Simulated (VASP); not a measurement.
Crystal: CuO.

```
CELL_PARAMETERS angstrom
2.34185 -1.71130 0.00000
2.34185 1.71130 0.00000
-0.85003 0.00000 5.05787
ATOMIC_POSITIONS crystal
Cu 0.50000 0.00000 0.50000
Cu 0.00000 0.50000 0.00000
O 0.41840 0.58160 0.75000
O 0.58160 0.41840 0.25000
```

* Program: VASP 6.6.1
* Task: relaxation of cell and atoms
* Functional: PBE exchange alone
* Potentials or basis: VASP PAW PBE potentials, release 64 (Cu, O)
* Cutoff: 600 eV
* k mesh: 10 × 10 × 5
* Occupations: fermi-dirac, width 0.05 eV
* Spin: no spin polarisation

At the start: pressure 27.2 GPa; volume 10.13 Å³/atom.

Question: How do energy, volume and symmetry change on relaxing?

Answer: Over 23 steps the energy falls by 206.5 meV/atom and the volume is 12.66 Å³/atom (+24.9 %); space group C2/c (No. 15, to 0.1 Å) before, Cccm (No. 66, to 0.1 Å).

The path:
```tsv
step	energy change (eV)	largest force (eV/Å)	pressure (GPa)	volume (Å³)
1	0.0000	0.0357	27.24	40.54
2	-0.4377	0.5822	-6.98	51.51
3	-0.5274	0.4418	0.35	47.69
4	-0.5274	0.4482	-0.03	47.84
5	-0.5697	0.4094	-0.12	48.24
6	-0.6519	0.2659	0.03	49.34
7	-0.5758	0.0645	0.49	51.21
8	-0.6676	0.1568	0.18	49.89
9	-0.7102	0.1422	-0.29	50.38
10	-0.7794	0.0857	-1.50	51.43
11	-0.7317	0.1116	-5.30	52.98
12	-0.7936	0.0254	-2.23	51.87
13	-0.8133	0.0032	1.67	49.92
14	-0.8140	0.0023	1.10	50.21
15	-0.8207	0.0511	0.19	50.45
16	-0.8207	0.0517	0.10	50.46
17	-0.8225	0.0560	0.00	50.58
18	-0.8236	0.0637	-0.54	50.93
19	-0.8239	0.0635	-0.29	50.81
20	-0.8251	0.0380	0.26	50.54
21	-0.8251	0.0334	0.26	50.50
22	-0.8259	0.0049	-0.16	50.66
23	-0.8259	0.0077	-0.03	50.64
```

Final structure:
```
CELL_PARAMETERS angstrom
2.25498 -2.09578 0.16725
2.25498 2.09578 0.16725
-0.46416 0.00000 5.32374
ATOMIC_POSITIONS crystal
Cu 0.50000 0.00000 0.50000
Cu 0.00000 0.50000 0.00000
O 0.49697 0.50303 0.75000
O 0.50303 0.49697 0.25000
```

Caveat: the volume moved by over 15 % at a fixed basis, so the end points are rough.
